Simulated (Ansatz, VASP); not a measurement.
Ge in VASP and in Ansatz

```
Ge
1.0
     2.67542    0.00000    0.00000
     0.00000    2.67542    0.00000
     0.00000    0.00000    2.67542
Ge
1
Direct
  0.00000 0.00000 0.00000
```

Change from the starting cell: volume scaled by 0.96.

Alike in both runs: task single point; functional PBE; k mesh 13 × 13 × 13; occupations fermi-dirac, width 0.05 eV; no spin polarisation.

```csv
,VASP,Ansatz
version,VASP 6.6.1,Ansatz 0.2.0
potentials or method,"VASP PAW PBE potentials, release 64 (Ge_d), cutoff 520 eV","all-electron LAPW, scalar-relativistic"
```

```tsv
	VASP	Ansatz	Ansatz less VASP
pressure (GPa)	3.1	3.1	0.00
```

Ansatz ran all-electron here, and VASP with PAW potentials.
